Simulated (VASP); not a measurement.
# V in VASP: further runs, part 2 of 2

VASP 6.6.1.

## 4. Single point, PBEsol, collinear spin, ferromagnetic start

This run uses another cell than the first one, of 12.94 Å³/atom, 0.931 times its volume.

INCAR

```
SYSTEM = V
PREC = Accurate
ENCUT = 520
EDIFF = 1E-7
ISMEAR = -1
SIGMA = 0.05
LREAL = .False.
LASPH = .True.
NELM = 150
ALGO = Normal
ISIF = 2
LWAVE = .False.
LCHARG = .False.
ISPIN = 2
MAGMOM = 2
LORBIT = 11
LMAXMIX = 4
GGA = PS
NBANDS = 16
```

KPOINTS

```
regular mesh
0
Gamma
  12 12 12
  0 0 0
```

POSCAR

```
V
1.0
   -1.4788593024      1.4788593024      1.4788593024
    1.4788593024     -1.4788593024      1.4788593024
    1.4788593024      1.4788593024     -1.4788593024
V
1
Direct
    0.0000000000      0.0000000000      0.0000000000
```

Potentials or basis: VASP PAW PBE potentials, release 64 (V_sv).

Started as:

```
$ cat potpaw_PBE.64/V_sv/POTCAR > POTCAR
$ mpirun -np 1 vasp_std > vasp.out
```

OUTCAR:

```text
SYSTEM = V
   PREC = Accurate
   ENCUT = 520
   EDIFF = 1E-7
   ISMEAR = -1
   LREAL = .False.
   LASPH = .True.
   NELM = 150
   ISIF = 2
   ISPIN = 2
   LORBIT = 11
   GGA = PS

 ion  position               nearest neighbor table
   1  0.000  0.000  0.000-

  LATTYP: Found a body centered cubic cell.
 ALAT       =     2.9577186048

  Lattice vectors:

 A1 = (  -1.4788593024,   1.4788593024,   1.4788593024)
 A2 = (   1.4788593024,  -1.4788593024,   1.4788593024)
 A3 = (   1.4788593024,   1.4788593024,  -1.4788593024)

Analysis of symmetry for initial positions (statically):
=====================================================================
 Subroutine PRICEL returns:
 Original cell was already a primitive cell.

 Routine SETGRP: Setting up the symmetry group for a
 body centered cubic supercell.

 Subroutine GETGRP returns: Found 48 space group operations
 (whereof 48 operations were pure point group operations)
 out of a pool of 48 trial point group operations.

The static configuration has the point symmetry O_h .

Analysis of symmetry for dynamics (positions and initial velocities):
=====================================================================
 Subroutine PRICEL returns:
 Original cell was already a primitive cell.

[... 618 lines left out ...]
      5       7.2257      1.00000
      6       8.7750      1.00000
[... 8 lines left out ...]
     15      40.2771      0.00000
     16      40.3187      0.00000

 [... further k-points ...]

 spin component 2

 k-point     1 :       0.0000    0.0000    0.0000
  band No.  band energies     occupation
      1     -53.3471      1.00000
      2     -26.6781      1.00000
      3     -26.6781      1.00000
      4     -26.6781      1.00000
      5       3.3892      1.00000
      6      10.4988      0.00018
[... 435 lines left out ...]
      5       7.2258      1.00000
      6       8.7751      1.00000
[... 8 lines left out ...]
     15      40.2771      0.00000
     16      40.3188      0.00000

 [... further k-points ...]
[... 5 lines left out ...]
  --------------------------------------------------------------------------------------
  -------------------------------------------------------------------------------------
  Total        0.0210335      0.0210335      0.0210335      0.0000000      0.0000000     -0.0000000
  in kB        2.6048462      2.6048462      2.6048462      0.0000000      0.0000000     -0.0000000
  external PRESSURE =       2.6048462 kB  Pullay stress =       0.0000000 kB

 VOLUME and BASIS-vectors are now :
 -----------------------------------------------------------------------------
  energy-cutoff  :      520.00
  volume of cell :       12.94
      direct lattice vectors                 reciprocal lattice vectors
    -1.478859302  1.478859302  1.478859302     0.000000000  0.338098424  0.338098424
     1.478859302 -1.478859302  1.478859302     0.338098424  0.000000000  0.338098424
     1.478859302  1.478859302 -1.478859302     0.338098424  0.338098424  0.000000000

 POSITION                                       TOTAL-FORCE (eV/Angst)
 -----------------------------------------------------------------------------------
      0.00000      0.00000      0.00000         0.000000     -0.000000      0.000000
 -----------------------------------------------------------------------------------
    total drift:                                0.000000     -0.000000      0.000000

  FREE ENERGIE OF THE ION-ELECTRON SYSTEM (eV)
  ---------------------------------------------------
  free  energy   TOTEN  =        -9.6366291105 eV

  energy  without entropy=       -9.6189467161  energy(sigma->0) =       -9.62778791

 total charge

# of ion       s       p       d       tot
------------------------------------------
    1        2.355   6.235   3.142  11.732

 magnetization (x)

# of ion       s       p       d       tot
------------------------------------------
    1        0.000   0.000   0.000   0.000
```

stdout:

```text
POSCAR found type information on POSCAR V
 POSCAR found :  1 types and       1 ions
 scaLAPACK will be used
 -----------------------------------------------------------------------------
|                                                                             |
|                                                                             |
|     You enforced a specific xc type in the INCAR file but a different       |
|     I HOPE YOU KNOW WHAT YOU ARE DOING!                                     |
|                                                                             |
 -----------------------------------------------------------------------------

 LDA part: xc-table for (Slater+PW92), standard interpolation
 POSCAR, INCAR and KPOINTS ok, starting setup
 FFT: planning ... GRIDC
 FFT: planning ... GRID_SOFT
 FFT: planning ... GRID
 WAVECAR not read
 entering main loop
```

Wall time 31 s (1 thread of Intel Xeon Platinum 8259CL at 2.50GHz (Skylake/Cascade Lake), shared host); peak memory 0.14 GiB.

Results:

* Free energy: -9.6366 eV
* Pressure: 0.3 GPa
* Net moment: 0.00 μB per cell
* Valence electrons inside the program's atomic spheres: V 11.73

Levels at points of the mesh, in eV from the Fermi level:
Spin up:
```
           k point  band 3  band 4  band 5  band 6  band 7  band 8  band 9  band 10
(0.00, 0.00, 0.00)  -36.75  -36.75   -6.68    0.43    0.43    0.43    2.54     2.54
(0.50, 0.00, 0.00)  -37.07  -36.75   -3.32   -1.20    1.80    2.56    2.93     4.38
(0.50, 0.50, 0.50)  -37.45  -37.45   -3.19   -3.19    3.96    3.96    3.96    10.57
```
Spin down:
```tsv
k point	band 3	band 4	band 5	band 6	band 7	band 8	band 9	band 10
(0.00, 0.00, 0.00)	-36.75	-36.75	-6.68	0.43	0.43	0.43	2.54	2.54
(0.50, 0.00, 0.00)	-37.07	-36.75	-3.32	-1.20	1.80	2.56	2.93	4.38
(0.50, 0.50, 0.50)	-37.45	-37.45	-3.19	-3.19	3.96	3.96	3.96	10.57
```

Caveat: the PAW data sets were made with another functional, which shifts forces and pressure a little.

## 5. Overview

| task | level | cell | k mesh | cutoff (eV) | gap on the mesh (eV) | pressure (GPa) | moment (μB) |
| --- | --- | --- | --- | --- | --- | --- | --- |
| relaxation of cell and atoms | PBEsol+D3(BJ) | relaxed from a = 2.623 Å, angles 109.5°, 1 atom | 12 × 12 × 12 | 600 | none | -0.1 | 0.00 |
| single point | PBE | a = 2.640 Å, angles 109.2, 109.2, 110.0°, 1 atom | 9 × 9 × 9 | 520 | none | -8.3 | 0.15 |
| single point | PBEsol | a = 2.561 Å, angles 109.5°, 1 atom | 12 × 12 × 12 | 520 | none | 0.3 | 0.00 |

Alike in all rows: potentials or basis VASP PAW PBE potentials, release 64 (V_sv); spin collinear, ferromagnetic start; smearing fermi-dirac 0.05 eV.

Caveats: the PAW data sets were made with another functional, which shifts forces and pressure a little (some runs); the volume moved by -11 % from the deposited cell, more than functionals usually miss (some runs); pairwise dispersion overbinds metals, which lowers pressure and volume (some runs).

Absolute energies hang on the potentials; compare differences alone.
